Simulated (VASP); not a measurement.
# BP (e600) (F-43m) in VASP: further runs

Runs on BP (e600). Level: PBE. Tasks: single point.

Program: VASP 6.6.1. These are calculated values, not measurements. Logs are shortened: lines on timing, memory, paths and dates and some standing lists are left out, and cuts for length are marked.

## Step 1: The cell of the first run

It takes space group F-43m (No. 216, cubic). The conventional cell has a = 4.502 Å, b = 4.502 Å, c = 4.502 Å, α = 90.00°, β = 90.00°, γ = 90.00°. B (site symmetry -43m) has 4 P at 1.95 Å within 2.6 Å. Within 2.6 Å of P (site symmetry -43m) lie 4 B at 1.95 Å.

## Step 2: Single point, PBE (volume scaled by 0.97)

INCAR reads:

```
SYSTEM = BP
PREC = Accurate ; ENCUT = 500
EDIFF = 1E-6 ; ISMEAR = 0
SIGMA = 0.02 ; LREAL = .False.
LASPH = .True. ; NELM = 120
ALGO = Normal ; ISIF = 2
LWAVE = .False. ; LCHARG = .False.
GGA = PE ; NBANDS = 11
GGA_COMPAT = .False.
```

KPOINTS reads:

```
regular mesh
0
Gamma
  10 10 10
  0 0 0
```

POSCAR reads:

```
BP
1.0
    0.0000000000      2.2511627259      2.2511627259
    2.2511627259      0.0000000000      2.2511627259
    2.2511627259      2.2511627259      0.0000000000
B P
1 1
Direct
    0.0000000000      0.0000000000      0.0000000000
    0.2500000000      0.2500000000      0.2500000000
```

Potentials or basis: VASP PAW PBE potentials, release 64 (B, P).

The run is started by

```bash
$ cat potpaw_PBE.64/B/POTCAR potpaw_PBE.64/P/POTCAR > POTCAR
$ mpirun -np 1 vasp_std > vasp.out
```

OUTCAR:

```text
SYSTEM = BP
   PREC = Accurate
   ENCUT = 500
   EDIFF = 1E-6
   ISMEAR = 0
   LREAL = .False.
   LASPH = .True.
   NELM = 120
   ISIF = 2
   GGA = PE

 ion  position               nearest neighbor table
   1  0.000  0.000  0.000-   2 1.95   2 1.95   2 1.95   2 1.95
   2  0.250  0.250  0.250-   1 1.95   1 1.95   1 1.95   1 1.95

  LATTYP: Found a face centered cubic cell.
 ALAT       =     4.5023254518

  Lattice vectors:

 A1 = (   0.0000000000,   2.2511627259,   2.2511627259)
 A2 = (   2.2511627259,   0.0000000000,   2.2511627259)
 A3 = (   2.2511627259,   2.2511627259,   0.0000000000)

Analysis of symmetry for initial positions (statically):
=====================================================================
 Subroutine PRICEL returns:
 Original cell was already a primitive cell.

 Routine SETGRP: Setting up the symmetry group for a
 face centered cubic supercell.

 Subroutine GETGRP returns: Found 24 space group operations
 (whereof 24 operations were pure point group operations)
 out of a pool of 48 trial point group operations.

The static configuration has the point symmetry T_d .

Analysis of symmetry for dynamics (positions and initial velocities):
=====================================================================
 Subroutine PRICEL returns:
 Original cell was already a primitive cell.

 Routine SETGRP: Setting up the symmetry group for a
 face centered cubic supercell.

 Subroutine GETGRP returns: Found 24 space group operations
 (whereof 24 operations were pure point group operations)
 out of a pool of 48 trial point group operations.

The dynamic configuration has the point symmetry T_d .

 Subroutine INISYM returns: Found 24 space group operations
 (whereof 24 operations are pure point group operations),
 and found     1 'primitive' translations

----------------------------------------------------------------------------------------

                                     Primitive cell

  volume of cell :      22.8166

  direct lattice vectors                    reciprocal lattice vectors
     0.000000000  2.251162726  2.251162726    -0.222107444  0.222107444  0.222107444
     2.251162726  0.000000000  2.251162726     0.222107444 -0.222107444  0.222107444
     2.251162726  2.251162726  0.000000000     0.222107444  0.222107444 -0.222107444

  length of vectors
     3.183624858  3.183624858  3.183624858     0.384701378  0.384701378  0.384701378

  position of ions in fractional coordinates (direct lattice)
     0.000000000  0.000000000  0.000000000
     0.250000000  0.250000000  0.250000000

  ion indices of the primitive-cell ions
   primitive index   ion index
                 1           1
                 2           2

----------------------------------------------------------------------------------------

 KPOINTS: regular mesh

Automatic generation of k-mesh.
 Grid dimensions read from file:
 generate k-points for:   10   10   10

 Generating k-lattice:

  Cartesian coordinates                     Fractional coordinates (reciprocal lattice)
    -0.022210744  0.022210744  0.022210744     0.100000000  0.000000000  0.000000000
     0.022210744 -0.022210744  0.022210744     0.000000000  0.100000000  0.000000000
     0.022210744  0.022210744 -0.022210744     0.000000000  0.000000000  0.100000000

  Length of vectors
     0.038470138  0.038470138  0.038470138

  Shift w.r.t. Gamma in fractional coordinates (k-lattice)
     0.000000000  0.000000000  0.000000000

 Subroutine IBZKPT returns following result:
 ===========================================

 Found     47 irreducible k-points:

 Following reciprocal coordinates:
            Coordinates               Weight
  0.000000  0.000000  0.000000      1.000000
  0.100000  0.000000  0.000000      8.000000
  0.200000  0.000000  0.000000      8.000000
  0.300000  0.000000  0.000000      8.000000
  0.400000  0.000000  0.000000      8.000000
  0.500000  0.000000  0.000000      4.000000
[... 16 lines left out ...]
  0.300000  0.300000  0.000000      6.000000
  0.400000  0.300000  0.000000     24.000000
 [... further k-points ...]
   k-points           NKPTS =     47   k-points in BZ     NKDIM =     47   number of bands    NBANDS=     11
   number of dos      NEDOS =    301   number of ions     NIONS =      2
   total plane-waves  NPLWV =  13824
   dimension x,y,z NGX =    24 NGY =   24 NGZ =   24
   dimension x,y,z NGXF=    48 NGYF=   48 NGZF=   48
   ions per type =               1   1
   NGX,Y,Z   is equivalent  to a cutoff of  12.53, 12.53, 12.53 a.u.
   NGXF,Y,Z  is equivalent  to a cutoff of  25.07, 25.07, 25.07 a.u.
 SYSTEM =  BP
   PREC   = accura    normal or accurate (medium, high low for compatibility)
   ISTART =      0    job   : 0-new  1-cont  2-samecut
   ICHARG =      2    charge: 1-file 2-atom 10-const
   ISPIN  =      1    spin polarized calculation?
   LNONCOLLINEAR =      F non collinear calculations
   LSORBIT =      F    spin-orbit coupling
   LASPH  =      T    aspherical Exc in radial PAW
   ENCUT  =  500.0 eV  36.75 Ry    6.06 a.u.   5.80  5.80  5.80*2*pi/ulx,y,z
   NELM   =    120;   NELMIN=  2; NELMDL= -5     # of ELM steps
   EDIFF  = 0.1E-05   stopping-criterion for ELM
   LREAL  =      F    real-space projection
   EDIFFG = 0.1E-04   stopping-criterion for IOM
   NSW    =      0    number of steps for IOM
   IBRION =     -1    ionic relax: 0-MD 1-quasi-New 2-CG
   NFREE  =      0    steps in history (QN), initial steepest desc. (CG)
   ISIF   =      2    stress and relaxation
   ISYM   =      2    0-nonsym 1-usesym 2-fastsym
   POTIM  = 0.5000    time-step for ionic-motion
   TEBEG  =    0.0;   TEEND  =   0.0 temperature during run
   PSTRESS=    0.0 pullay stress
   NELECT =       8.0000    total number of electrons
   NUPDOWN=      -1.0000    fix difference up-down
   EMIN   =  10.00;   EMAX   =-10.00  energy-range for DOS
   EFERMI =   0.00;   METHOD = LEGACY
   ISMEAR =     0;   SIGMA  =   0.02  broadening in eV -4-tet -1-fermi 0-gaus
   EFERMI_NEDOS =   21; number of points for ismear=-14 and -15
   IALGO  =     38    algorithm
   IMIX   =      4    mixing-type and parameters
     AMIX     =   0.40;   BMIX     =  1.00
     AMIX_MAG =   1.60;   BMIX_MAG =  1.00
  volume/ion in A,a.u.               =      11.41        76.99
  Fermi-wavevector in a.u.,A,eV,Ry     =   1.154395  2.181491 18.131516  1.332629
  Thomas-Fermi vector in A             =   2.291032
   LORBIT       =      0    0 simple, 1 ext, 2 COOP (PROOUT), +10 PAW based schemes
   GGA     = PE    functional components
   LHFCALC =     F    Hartree Fock is set to
   AEXX    =    0.0000 exact exchange contribution
   IVDW    =     0    specifies the selected vdW correction
   LEPSILON=     F    determine dielectric tensor
   LRPA    =     F    only Hartree local field effects (RPA)
 non-spin polarized calculation
 Gauss-broadening in eV      SIGMA  =   0.02
  energy-cutoff  :      500.00
  volume of cell :       22.82
 maximum number of plane-waves:       589
   NGX = 11   NGY = 11   NGZ = 11

 number of electron       8.0000001 magnetization

 Free energy of the ion-electron system (eV)
  ---------------------------------------------------
  ext. energy  EPLUGINS =         0.00000000
  ---------------------------------------------------
  free energy    TOTEN  =       -12.91999225 eV

  energy without entropy =      -12.91999225  energy(sigma->0) =      -12.91999225

 E-fermi :   7.8881     XC(G=0): -11.0095

 val. band max:        7.7155293920   @ k =   0.0000   0.0000   0.0000
 cond. band min:       8.9219856487   @ k =   0.4000   0.4000   0.0000
 fundamental gap:      1.2064562568
 Fermi energy:         7.8881086744

 k-point     1 :       0.0000    0.0000    0.0000
  band No.  band energies     occupation
      1      -7.9579      2.00000
      2       7.7155      2.00000
      3       7.7155      2.00000
      4       7.7155      2.00000
      5      11.1520      0.00000
      6      11.1520      0.00000
      7      11.1520      0.00000
      8      15.4529      0.00000
      9      19.3903      0.00000
     10      19.9123      0.00000
     11      19.9123      0.00000

 k-point     2 :       0.1000    0.0000    0.0000
  band No.  band energies     occupation
      1      -7.7742      2.00000
      2       6.3963      2.00000
      3       7.4145      2.00000
      4       7.4145      2.00000
      5      11.5689      0.00000
      6      11.5689      0.00000
      7      11.6122      0.00000
      8      15.9489      0.00000
      9      19.2127      0.00000
     10      19.2127      0.00000
     11      19.9721      0.00000

 k-point     3 :       0.2000    0.0000    0.0000
  band No.  band energies     occupation
      1      -7.2298      2.00000
      2       4.0193      2.00000
      3       6.8454      2.00000
      4       6.8454      2.00000
      5      11.8514      0.00000
      6      12.2976      0.00000
      7      12.2976      0.00000
      8      17.0507      0.00000
      9      18.6028      0.00000
     10      18.6028      0.00000
     11      20.8419      0.00000

 k-point     4 :       0.3000    0.0000    0.0000
  band No.  band energies     occupation
      1      -6.3537      2.00000
      2       1.6189      2.00000
      3       6.3491      2.00000
      4       6.3491      2.00000
      5      11.7831      0.00000
      6      12.6146      0.00000
      7      12.6146      0.00000
      8      17.8601      0.00000
      9      19.2061      0.00000
     10      19.2061      0.00000
     11      21.1431      0.00000
[... 239 lines left out ...]
 k-point    22 :      -0.2000    0.2000    0.0000
  band No.  band energies     occupation
      1      -6.0562      2.00000
      2       2.4099      2.00000
      3       3.4511      2.00000
      4       6.4522      2.00000
      5      12.2485      0.00000
      6      13.0949      0.00000
      7      14.2068      0.00000
      8      16.2213      0.00000
      9      17.2365      0.00000
     10      21.5111      0.00000
     11      23.8376      0.00000

 k-point    23 :       0.3000    0.3000    0.0000
  band No.  band energies     occupation
      1      -5.7999      2.00000
      2       2.8598      2.00000
      3       4.4255      2.00000
      4       4.4255      2.00000
      5       9.2216      0.00000
      6      11.6139      0.00000
      7      16.7307      0.00000
      8      16.7307      0.00000
      9      21.0885      0.00000
     10      22.2075      0.00000
     11      24.5617      0.00000

 k-point    24 :       0.4000    0.3000    0.0000
  band No.  band energies     occupation
      1      -4.9556      2.00000
      2       1.5039      2.00000
      3       3.5782      2.00000
      4       4.1257      2.00000
      5       9.5083      0.00000
      6      11.3313      0.00000
      7      17.3537      0.00000
      8      17.3705      0.00000
      9      21.9960      0.00000
     10      23.1135      0.00000
     11      25.1181      0.00000

 [... further k-points ...]

------------------------ aborting loop because EDIFF is reached ----------------------------------------

  FORCE on cell =-STRESS in cart. coord.  units (eV):
  Direction    XX          YY          ZZ          XY          YZ          ZX
  --------------------------------------------------------------------------------------
  -------------------------------------------------------------------------------------
  Total        0.7109666      0.7109666      0.7109666     -0.0000000      0.0000000     -0.0000000
  in kB       49.9239703     49.9239703     49.9239703     -0.0000000      0.0000000     -0.0000000
  external PRESSURE =      49.9239703 kB  Pullay stress =       0.0000000 kB

 VOLUME and BASIS-vectors are now :
 -----------------------------------------------------------------------------
  energy-cutoff  :      500.00
  volume of cell :       22.82
      direct lattice vectors                 reciprocal lattice vectors
     0.000000000  2.251162726  2.251162726    -0.222107444  0.222107444  0.222107444
     2.251162726  0.000000000  2.251162726     0.222107444 -0.222107444  0.222107444
     2.251162726  2.251162726  0.000000000     0.222107444  0.222107444 -0.222107444

 POSITION                                       TOTAL-FORCE (eV/Angst)
 -----------------------------------------------------------------------------------
      0.00000      0.00000      0.00000        -0.000000     -0.000000      0.000000
      1.12558      1.12558      1.12558         0.000000      0.000000     -0.000000
 -----------------------------------------------------------------------------------
    total drift:                                0.000000      0.000000      0.000000

  FREE ENERGIE OF THE ION-ELECTRON SYSTEM (eV)
  ---------------------------------------------------
  free  energy   TOTEN  =       -12.9199922492 eV

  energy  without entropy=      -12.9199922492  energy(sigma->0) =      -12.91999225
```

Run time: 4.1 s. Hardware: 1 thread of Intel Xeon 6975P-C (Granite Rapids), shared host; peak memory 0.14 GiB.

What came out:

| Item | Value |
| --- | --- |
| Free energy | -12.9200 eV |
| Pressure | 5.0 GPa |
| Band gap on the k mesh | 1.21 eV, indirect (least direct gap 3.44 eV) |

## Step 3: Single point, PBE (volume scaled by 0.98)

INCAR reads:

```
PREC = Accurate ; ENCUT = 500
EDIFF = 1E-6 ; ISMEAR = 0
SIGMA = 0.01 ; LREAL = F
LASPH = T ; NELM = 120
ALGO = Normal ; ISIF = 2
LWAVE = F ; LCHARG = T
GGA = PE ; LELF = T
LVHAR = T ; NBANDS = 11
GGA_COMPAT = F
```

KPOINTS reads:

```
regular mesh
0
Gamma
  10 10 10
```

POSCAR reads:

```
BP
1.0
    0.0000000000      2.2588722474      2.2588722474
    2.2588722474      0.0000000000      2.2588722474
    2.2588722474      2.2588722474      0.0000000000
B P
1 1
Direct
    0.0000000000      0.0000000000      0.0000000000
    0.2500000000      0.2500000000      0.2500000000
```

Potentials or basis: VASP PAW PBE potentials, release 64 (B, P).

The run is started by

```bash
$ cat potpaw_PBE.64/B/POTCAR potpaw_PBE.64/P/POTCAR > POTCAR
$ mpirun -np 1 vasp_std > vasp.out
```

Run time: 5.3 s. Hardware: 1 thread of Intel Xeon 6975P-C (Granite Rapids), shared host; peak memory 0.13 GiB.

It converged, with:

| Item | Value |
| --- | --- |
| Free energy | -12.9261 eV |
| Pressure | 3.2 GPa |
| Band gap on the k mesh | 1.22 eV, indirect (least direct gap 3.42 eV) |

Levels at points of the mesh, in eV from the valence-band top:
```tsv
k point	band 1	band 2	band 3	band 4	band 5	band 6	band 7	band 8
(0.00, 0.00, 0.00)	-15.58	0.00	0.00	0.00	3.42	3.42	3.42	7.58
(0.50, 0.00, 0.00)	-12.21	-9.13	-1.77	-1.77	3.86	4.72	4.72	10.17
(0.50, 0.50, 0.00)	-10.66	-8.65	-4.16	-4.16	1.31	1.65	12.25	12.25
```

 A k mesh can miss the band edges.

## Step 4: Single point, PBE (volume scaled by 1.02)

INCAR reads:

```
SYSTEM = BP
ALGO     = Normal         ! electronic algorithm
EDIFF    = 1E-6           ! SCF threshold, eV
ENCUT    = 500            ! plane-wave cutoff, eV
GGA      = PE             ! functional
GGA_COMPAT= .FALSE.      
ISIF     = 2              ! what is computed and relaxed
ISMEAR   = 0              ! smearing method
LASPH    = .TRUE.         ! aspherical terms in the spheres
LCHARG   = .FALSE.        ! write CHGCAR
LREAL    = .FALSE.        ! projectors in reciprocal space
LWAVE    = .FALSE.        ! write WAVECAR
NBANDS   = 11             ! bands
NELM     = 120            ! most SCF steps
PREC     = Accurate       ! precision mode
SIGMA    = 0.01           ! smearing width, eV
```

KPOINTS reads:

```
k-points
0
G
  10 10 10
  0 0 0
```

POSCAR reads:

```
BP
1.0
    0.0000000000      2.2891962987      2.2891962987
    2.2891962987      0.0000000000      2.2891962987
    2.2891962987      2.2891962987      0.0000000000
B P
1 1
Direct
    0.0000000000      0.0000000000      0.0000000000
    0.2500000000      0.2500000000      0.2500000000
```

The run is started by

```bash
$ cat potpaw_PBE.64/B/POTCAR potpaw_PBE.64/P/POTCAR > POTCAR
$ mpirun -np 1 vasp_std > vasp.out
```

Run time: 4.4 s. Hardware: 1 thread of Intel Xeon 6975P-C (Granite Rapids), shared host; peak memory 0.13 GiB.

The run converged. Its results:

| Item | Value |
| --- | --- |
| Free energy | -12.9256 eV |
| Pressure | -3.3 GPa |
| Band gap on the k mesh | 1.28 eV, indirect (least direct gap 3.36 eV) |

Levels at points of the mesh, in eV from the valence-band top:
```tsv
k point	band 1	band 2	band 3	band 4	band 5	band 6	band 7	band 8	band 9
(0.00, 0.00, 0.00)	-15.23	0.00	0.00	0.00	3.36	3.36	3.36	6.97	11.34
(0.50, 0.00, 0.00)	-12.00	-8.84	-1.72	-1.72	3.62	4.70	4.70	10.03	14.46
(0.50, 0.50, 0.00)	-10.51	-8.45	-4.02	-4.02	1.38	1.68	11.88	11.88	14.91
```

## Step 5: The runs side by side

| cell | smearing | gap on the mesh (eV) | pressure (GPa) |
| --- | --- | --- | --- |
| a = 3.184 Å, angles 60.0°, 2 atoms | gaussian 0.02 eV | 1.21 | 5.0 |
| a = 3.195 Å, angles 60.0°, 2 atoms | gaussian 0.01 eV | 1.22 | 3.2 |
| a = 3.237 Å, angles 60.0°, 2 atoms | gaussian 0.01 eV | 1.28 | -3.3 |

Alike in all rows: task single point; level PBE; potentials or basis VASP PAW PBE potentials, release 64 (B, P); no spin polarisation; k mesh 10 × 10 × 10; cutoff (eV) 500.

Total energies depend on the potentials used, so only differences within one code and one set of settings carry meaning.
